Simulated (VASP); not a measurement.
# Ru (Im-3m) in VASP: further runs

Runs on Ru. Level: LDA. Tasks: single point.

Program: VASP 6.6.1. These are calculated values, not measurements. Logs are shortened: lines on timing, memory, paths and dates and some standing lists are left out, and cuts for length are marked.

## Step 1: The cell of the first run

Symmetry: Im-3m, No. 229, cubic system. Conventional cell: a = 2.986 Å, b = 2.986 Å, c = 2.986 Å, α = 90.00°, β = 90.00°, γ = 90.00°. Ru (site symmetry m-3m) has 14 Ru at 2.59 to 2.99 Å within 3.4 Å.

## Step 2: Single point, LDA

INCAR reads:

```
SYSTEM = Ru
ALGO     = Normal         ! electronic algorithm
EDIFF    = 1E-6           ! SCF threshold, eV
ENCUT    = 600            ! plane-wave cutoff, eV
GGA      = CA             ! functional
GGA_COMPAT= .False.      
ISIF     = 2              ! what is computed and relaxed
ISMEAR   = -1             ! smearing method
LASPH    = .True.         ! aspherical terms in the spheres
LCHARG   = .False.        ! write CHGCAR
LREAL    = .False.        ! projectors in reciprocal space
LWAVE    = .False.        ! write WAVECAR
NBANDS   = 14             ! bands
NELM     = 120            ! most SCF steps
PREC     = Accurate       ! precision mode
SIGMA    = 0.1            ! smearing width, eV
```

KPOINTS reads:

```
k-points
0
Gamma
  10 10 10
  0 0 0
```

POSCAR reads:

```
Ru
1.0
    1.4931287922      1.4931287922      1.4931287922
   -1.4931287922      1.4931287922      1.4931287922
   -1.4931287922     -1.4931287922      1.4931287922
Ru
1
Direct
    0.0000000000      0.0000000000      0.0000000000
```

Potentials or basis: VASP PAW LDA potentials, release 64 (Ru_sv).

Started as:

```sh
> cat potpaw_LDA.64/Ru_sv/POTCAR > POTCAR
> mpirun -np 1 vasp_std > vasp.out
```

OUTCAR:

```text
SYSTEM = Ru
   EDIFF = 1E-6
   ENCUT = 600
   GGA = CA
   ISIF = 2
   ISMEAR = -1
   LASPH = .True.
   LREAL = .False.
   NELM = 120
   PREC = Accurate

 ion  position               nearest neighbor table
   1  0.000  0.000  0.000-

  LATTYP: Found a body centered cubic cell.
 ALAT       =     2.9862575844

  Lattice vectors:

 A1 = (   1.4931287922,  -1.4931287922,  -1.4931287922)
 A2 = (   1.4931287922,   1.4931287922,   1.4931287922)
 A3 = (  -1.4931287922,  -1.4931287922,   1.4931287922)

Analysis of symmetry for initial positions (statically):
=====================================================================
 Subroutine PRICEL returns:
 Original cell was already a primitive cell.

 Routine SETGRP: Setting up the symmetry group for a
 body centered cubic supercell.

 Subroutine GETGRP returns: Found 48 space group operations
[... 9 lines left out ...]

 Routine SETGRP: Setting up the symmetry group for a
 body centered cubic supercell.

 Subroutine GETGRP returns: Found 48 space group operations
[... 11 lines left out ...]
                                     Primitive cell

  volume of cell :      13.3153

  direct lattice vectors                    reciprocal lattice vectors
     1.493128792  1.493128792  1.493128792     0.334867295  0.000000000  0.334867295
    -1.493128792  1.493128792  1.493128792    -0.334867295  0.334867295  0.000000000
    -1.493128792 -1.493128792  1.493128792     0.000000000 -0.334867295  0.334867295

  length of vectors
     2.586174930  2.586174930  2.586174930     0.473573870  0.473573870  0.473573870

  position of ions in fractional coordinates (direct lattice)
     0.000000000  0.000000000  0.000000000

  ion indices of the primitive-cell ions
   primitive index   ion index
                 1           1

----------------------------------------------------------------------------------------

 KPOINTS: k-points

Automatic generation of k-mesh.
 Grid dimensions read from file:
 generate k-points for:   10   10   10

 Generating k-lattice:

  Cartesian coordinates                     Fractional coordinates (reciprocal lattice)
     0.033486730  0.000000000  0.033486730     0.100000000  0.000000000  0.000000000
    -0.033486730  0.033486730  0.000000000     0.000000000  0.100000000  0.000000000
     0.000000000 -0.033486730  0.033486730     0.000000000  0.000000000  0.100000000

  Length of vectors
     0.047357387  0.047357387  0.047357387

  Shift w.r.t. Gamma in fractional coordinates (k-lattice)
     0.000000000  0.000000000  0.000000000

 Subroutine IBZKPT returns following result:
 ===========================================

 Found     47 irreducible k-points:

 Following reciprocal coordinates:
            Coordinates               Weight
  0.000000  0.000000  0.000000      1.000000
  0.100000  0.000000  0.000000     12.000000
  0.200000  0.000000  0.000000     12.000000
  0.300000  0.000000  0.000000     12.000000
  0.400000  0.000000  0.000000     12.000000
  0.500000  0.000000  0.000000      6.000000
[... 16 lines left out ...]
  0.100000  0.300000  0.100000      8.000000
  0.500000  0.300000  0.100000     24.000000
 [... further k-points ...]
   k-points           NKPTS =     47   k-points in BZ     NKDIM =     47   number of bands    NBANDS=     14
   number of dos      NEDOS =    301   number of ions     NIONS =      1
   total plane-waves  NPLWV =  13824
   dimension x,y,z NGX =    24 NGY =   24 NGZ =   24
   dimension x,y,z NGXF=    48 NGYF=   48 NGZF=   48
   ions per type =               1
   NGX,Y,Z   is equivalent  to a cutoff of  15.43, 15.43, 15.43 a.u.
   NGXF,Y,Z  is equivalent  to a cutoff of  30.86, 30.86, 30.86 a.u.
 SYSTEM =  Ru
   PREC   = accura    normal or accurate (medium, high low for compatibility)
   ISTART =      0    job   : 0-new  1-cont  2-samecut
   ICHARG =      2    charge: 1-file 2-atom 10-const
   ISPIN  =      1    spin polarized calculation?
   LNONCOLLINEAR =      F non collinear calculations
   LSORBIT =      F    spin-orbit coupling
   LASPH  =      T    aspherical Exc in radial PAW
   ENCUT  =  600.0 eV  44.10 Ry    6.64 a.u.   5.17  5.17  5.17*2*pi/ulx,y,z
   NELM   =    120;   NELMIN=  2; NELMDL= -5     # of ELM steps
   EDIFF  = 0.1E-05   stopping-criterion for ELM
   LREAL  =      F    real-space projection
   EDIFFG = 0.1E-04   stopping-criterion for IOM
   NSW    =      0    number of steps for IOM
   IBRION =     -1    ionic relax: 0-MD 1-quasi-New 2-CG
   NFREE  =      0    steps in history (QN), initial steepest desc. (CG)
   ISIF   =      2    stress and relaxation
   ISYM   =      2    0-nonsym 1-usesym 2-fastsym
   POTIM  = 0.5000    time-step for ionic-motion
   TEBEG  =    0.0;   TEEND  =   0.0 temperature during run
   PSTRESS=    0.0 pullay stress
   NELECT =      16.0000    total number of electrons
   NUPDOWN=      -1.0000    fix difference up-down
   EMIN   =  10.00;   EMAX   =-10.00  energy-range for DOS
   EFERMI =   0.00;   METHOD = LEGACY
   ISMEAR =    -1;   SIGMA  =   0.10  broadening in eV -4-tet -1-fermi 0-gaus
   EFERMI_NEDOS =   21; number of points for ismear=-14 and -15
   IALGO  =     38    algorithm
   IMIX   =      4    mixing-type and parameters
     AMIX     =   0.40;   BMIX     =  1.00
     AMIX_MAG =   1.60;   BMIX_MAG =  1.00
  volume/ion in A,a.u.               =      13.32        89.86
  Fermi-wavevector in a.u.,A,eV,Ry     =   1.740461  3.288994 41.214816  3.029203
  Thomas-Fermi vector in A             =   2.813105
   LORBIT       =      0    0 simple, 1 ext, 2 COOP (PROOUT), +10 PAW based schemes
   GGA     = CA    functional components
   LHFCALC =     F    Hartree Fock is set to
   AEXX    =    0.0000 exact exchange contribution
   IVDW    =     0    specifies the selected vdW correction
   LEPSILON=     F    determine dielectric tensor
   LRPA    =     F    only Hartree local field effects (RPA)
 non-spin polarized calculation
  energy-cutoff  :      600.00
  volume of cell :       13.32
 maximum number of plane-waves:       466
 NGX is ok and might be reduce to    24
   NGX = 11   NGY = 11   NGZ = 11

 number of electron      16.0000001 magnetization

 Free energy of the ion-electron system (eV)
  ---------------------------------------------------
  ext. energy  EPLUGINS =         0.00000000
  ---------------------------------------------------
  free energy    TOTEN  =       -10.04784886 eV

  energy without entropy =       -9.98665594  energy(sigma->0) =      -10.01725240

 E-fermi :  15.5016     XC(G=0): -14.6275

 val. band max:       15.4936587579   @ k =   0.1000   0.5000   0.1000
 cond. band min:      15.5020219046   @ k =   0.2000   0.5000   0.1000
 fundamental gap:      0.0083631467
 Fermi energy:        15.5016249593

 k-point     1 :       0.0000    0.0000    0.0000
  band No.  band energies     occupation
      1     -57.3001      2.00000
      2     -26.8407      2.00000
      3     -26.8407      2.00000
      4     -26.8407      2.00000
      5       7.2081      2.00000
      6      12.5050      2.00000
      7      12.5050      2.00000
      8      12.5050      2.00000
      9      15.4057      1.44575
     10      15.4057      1.44575
     11      32.5653      0.00000
     12      32.5653      0.00000
     13      32.5653      0.00000
     14      44.2737      0.00000

 k-point     2 :       0.1000    0.0000    0.0000
  band No.  band energies     occupation
      1     -57.2796      2.00000
      2     -26.9584      2.00000
      3     -26.8782      2.00000
      4     -26.8412      2.00000
      5       7.6605      2.00000
      6      12.2916      2.00000
      7      12.4842      2.00000
      8      12.9080      2.00000
      9      15.1441      1.94553
     10      15.4198      1.38772
     11      32.7982      0.00000
     12      33.0858      0.00000
     13      33.2843      0.00000
     14      41.6811      0.00000

 k-point     3 :       0.2000    0.0000    0.0000
  band No.  band energies     occupation
      1     -57.2257      2.00000
      2     -27.2605      2.00000
      3     -26.9754      2.00000
      4     -26.8427      2.00000
      5       8.7418      2.00000
      6      11.7730      2.00000
      7      12.4447      2.00000
      8      14.0530      2.00000
      9      14.8687      1.99644
     10      15.4883      1.06665
     11      32.6851      0.00000
     12      33.2318      0.00000
     13      35.2718      0.00000
     14      40.0129      0.00000

 k-point     4 :       0.3000    0.0000    0.0000
  band No.  band energies     occupation
      1     -57.1584      2.00000
      2     -27.6227      2.00000
      3     -27.0936      2.00000
      4     -26.8445      2.00000
      5       9.3435      2.00000
      6      11.1970      2.00000
      7      13.2740      2.00000
      8      15.0638      1.97522
      9      15.6411      0.39744
     10      15.7187      0.20473
     11      30.9839      0.00000
     12      31.2341      0.00000
     13      38.0912      0.00000
     14      38.9454      0.00000

 k-point     5 :       0.4000    0.0000    0.0000
  band No.  band energies     occupation
      1     -57.1035      2.00000
      2     -27.9074      2.00000
      3     -27.1878      2.00000
      4     -26.8460      2.00000
      5       9.1001      2.00000
      6      10.7725      2.00000
      7      15.0265      1.98287
      8      15.7108      0.21972
      9      15.8286      0.07327
     10      17.4052      0.00000
     11      27.8899      0.00000
[... 276 lines left out ...]
 k-point    22 :       0.5000    0.2000    0.1000
  band No.  band energies     occupation
      1     -57.0557      2.00000
      2     -27.8957      2.00000
      3     -27.3541      2.00000
      4     -27.0041      2.00000
      5       9.8065      2.00000
      6      11.4308      2.00000
      7      12.6507      2.00000
      8      14.6860      1.99943
      9      17.2264      0.00000
     10      20.6057      0.00000
     11      26.5685      0.00000
     12      30.2848      0.00000
     13      33.4905      0.00000
     14      38.2454      0.00000

 k-point    23 :       0.1000    0.3000    0.1000
  band No.  band energies     occupation
      1     -57.1970      2.00000
      2     -27.4308      2.00000
      3     -26.9304      2.00000
      4     -26.9304      2.00000
      5       9.4686      2.00000
      6      11.5947      2.00000
      7      11.5947      2.00000
      8      15.2633      1.83101
      9      15.2633      1.83101
     10      15.4679      1.16698
     11      32.9515      0.00000
     12      32.9515      0.00000
     13      34.5263      0.00000
     14      37.5722      0.00000

 k-point    24 :       0.5000    0.3000    0.1000
  band No.  band energies     occupation
      1     -57.0512      2.00000
      2     -27.8006      2.00000
      3     -27.4553      2.00000
      4     -27.0296      2.00000
      5      10.6178      2.00000
      6      10.9561      2.00000
      7      12.2664      2.00000
      8      14.8976      1.99525
      9      16.4736      0.00012
     10      21.2090      0.00000
     11      27.5704      0.00000
     12      29.0863      0.00000
     13      35.3119      0.00000
     14      36.6686      0.00000

 [... further k-points ...]
[... 5 lines left out ...]
  --------------------------------------------------------------------------------------
  -------------------------------------------------------------------------------------
  Total        0.4645958      0.4645958      0.4645958      0.0000000      0.0000000      0.0000000
  in kB       55.9028627     55.9028627     55.9028627      0.0000000      0.0000000      0.0000000
  external PRESSURE =      55.9028627 kB  Pullay stress =       0.0000000 kB

 VOLUME and BASIS-vectors are now :
 -----------------------------------------------------------------------------
  energy-cutoff  :      600.00
  volume of cell :       13.32
      direct lattice vectors                 reciprocal lattice vectors
     1.493128792  1.493128792  1.493128792     0.334867295  0.000000000  0.334867295
    -1.493128792  1.493128792  1.493128792    -0.334867295  0.334867295  0.000000000
    -1.493128792 -1.493128792  1.493128792     0.000000000 -0.334867295  0.334867295

 POSITION                                       TOTAL-FORCE (eV/Angst)
 -----------------------------------------------------------------------------------
      0.00000      0.00000      0.00000        -0.000000     -0.000000     -0.000000
 -----------------------------------------------------------------------------------
    total drift:                                0.000000     -0.000000      0.000000

  FREE ENERGIE OF THE ION-ELECTRON SYSTEM (eV)
  ---------------------------------------------------
  free  energy   TOTEN  =       -10.0478488555 eV

  energy  without entropy=       -9.9866559404  energy(sigma->0) =      -10.01725240
```

Run time: 5.6 s. Hardware: 1 thread of Intel Xeon Platinum 8375C at 2.90GHz (Ice Lake), shared host; peak memory 0.13 GiB.

What came out:

| Item | Value |
| --- | --- |
| Free energy | -10.0478 eV |
| Pressure | 5.6 GPa |
| Band gap on the k mesh | zero (band 8 reaches 17.51 eV, above the bottom of band 9 at 13.96 eV) |

Levels at points of the mesh, in eV from the Fermi level:
```
           k point  band 5  band 6  band 7  band 8  band 9  band 10  band 11  band 12
(0.00, 0.00, 0.00)   -8.29   -3.00   -3.00   -3.00   -0.10    -0.10    17.06    17.06
(0.50, 0.00, 0.00)   -6.58   -4.88   -0.10    0.42    1.24     2.68    10.80    13.62
(0.50, 0.50, 0.50)   -6.73   -6.73    2.01    2.01    2.01     9.56     9.56     9.56
```

## Step 3: Single point, LDA

This run uses another cell than the first one, of 13.13 Å³/atom, 0.986 times its volume.

INCAR reads:

```
SYSTEM = Ru
ALGO = Normal
EDIFF = 1E-6
ENCUT = 600
GGA = CA
GGA_COMPAT = .FALSE.
ISIF = 2
ISMEAR = -1
LASPH = .TRUE.
LCHARG = .TRUE.
LELF = .TRUE.
LREAL = .FALSE.
LVHAR = .TRUE.
LWAVE = .FALSE.
NBANDS = 14
NELM = 120
PREC = Accurate
SIGMA = 0.1
```

KPOINTS reads:

```
k-points
0
G
  10 10 10
  0 0 0
```

POSCAR reads:

```
Ru
1.0
    1.4862900998      1.4862900998      1.4862900998
   -1.4862900998      1.4862900998      1.4862900998
   -1.4862900998     -1.4862900998      1.4862900998
Ru
1
Direct
    0.0000000000      0.0000000000      0.0000000000
```

Potentials or basis: VASP PAW LDA potentials, release 64 (Ru_sv).

Started as:

```sh
> cat potpaw_LDA.64/Ru_sv/POTCAR > POTCAR
> mpirun -np 1 vasp_std > vasp.out
```

Wall time 13 s (1 thread of AMD EPYC 7R43 (Zen 3), shared host); peak memory 0.1 GiB.

The run converged. Its results:

| Quantity | Value |
| --- | --- |
| Free energy | -10.0384 eV |
| Pressure | 10.6 GPa |
| Band gap on the k mesh | zero (band 8 reaches 17.85 eV, above the bottom of band 9 at 14.21 eV) |

Levels at points of the mesh, in eV from the Fermi level:
```
           k point  band 6  band 7  band 8  band 9  band 10  band 11
(0.00, 0.00, 0.00)   -3.06   -3.06   -3.06   -0.10    -0.10    17.07
(0.50, 0.00, 0.00)   -4.98   -0.10    0.43    1.26     2.75    10.98
(0.50, 0.50, 0.50)   -6.87    2.06    2.06    2.06     9.65     9.65
```
